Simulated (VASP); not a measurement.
A run of VASP 6.6.1:

Contents of INCAR:

```
SYSTEM = ZrSi2
PREC     = Accurate       ! precision mode
ENCUT    = 520            ! plane-wave cutoff, eV
EDIFF    = 1E-6           ! SCF threshold, eV
ISMEAR   = 0              ! smearing method
SIGMA    = 0.1            ! smearing width, eV
LREAL    = Auto         
LASPH    = .True.         ! aspherical terms in the spheres
NELM     = 80             ! most SCF steps
ALGO     = Fast           ! electronic algorithm
ISIF     = 2              ! what is computed and relaxed
LWAVE    = .False.        ! write WAVECAR
LCHARG   = .False.        ! write CHGCAR
GGA      = PE             ! functional
NBANDS   = 121            ! bands
```

File KPOINTS:

```
Automatic mesh
0
Gamma
  4 3 4
  0 0 0
```

POSCAR

```
ZrSi2
1.0
   -3.7051806668      0.0000000000     -7.3581440173
   -7.4103613336      0.0000000000      3.6790720087
   -1.8525903334      7.3940131406     -3.6790720087
Zr Si
10 20
Direct
    0.7946665377      0.5500000000      0.2106669247
    0.3946665377      0.7500000000      0.2106669247
    0.5946665377      0.1500000000      0.2106669247
    0.1946665377      0.3500000000      0.2106669247
    0.9946665377      0.9500000000      0.2106669247
    0.2053334623      0.4500000000      0.7893330753
    0.8053334623      0.6500000000      0.7893330753
    0.0053334623      0.0500000000      0.7893330753
    0.6053334623      0.2500000000      0.7893330753
    0.4053334623      0.8500000000      0.7893330753
    0.4530999441      0.5500000000      0.8938001118
    0.0530999441      0.7500000000      0.8938001118
    0.2530999441      0.1500000000      0.8938001118
    0.8530999441      0.3500000000      0.8938001118
    0.6530999441      0.9500000000      0.8938001118
    0.5469000559      0.4500000000      0.1061998882
    0.1469000559      0.6500000000      0.1061998882
    0.3469000559      0.0500000000      0.1061998882
    0.9469000559      0.2500000000      0.1061998882
    0.7469000559      0.8500000000      0.1061998882
    0.1503123054      0.5500000000      0.4993753892
    0.7503123054      0.7500000000      0.4993753892
    0.9503123054      0.1500000000      0.4993753892
    0.5503123054      0.3500000000      0.4993753892
    0.3503123054      0.9500000000      0.4993753892
    0.8496876946      0.4500000000      0.5006246108
    0.4496876946      0.6500000000      0.5006246108
    0.6496876946      0.0500000000      0.5006246108
    0.2496876946      0.2500000000      0.5006246108
    0.0496876946      0.8500000000      0.5006246108
```

Potentials or basis: VASP PAW PBE potentials, release 64 (Zr_sv, Si).

Launch:

```console
$ cat potpaw_PBE.64/Zr_sv/POTCAR potpaw_PBE.64/Si/POTCAR > POTCAR
$ mpirun -np 1 vasp_std > vasp.out
```

Hardware: 1 thread of Oxide Virtual Turin-like Processor, on a shared host.

Q: Estimate the wall time of this run.

A: It took 87 min on 1 thread of Oxide Virtual Turin-like Processor, on a shared host, peak memory 0.91 GiB. Counts: scf iterations 25, k points 17.
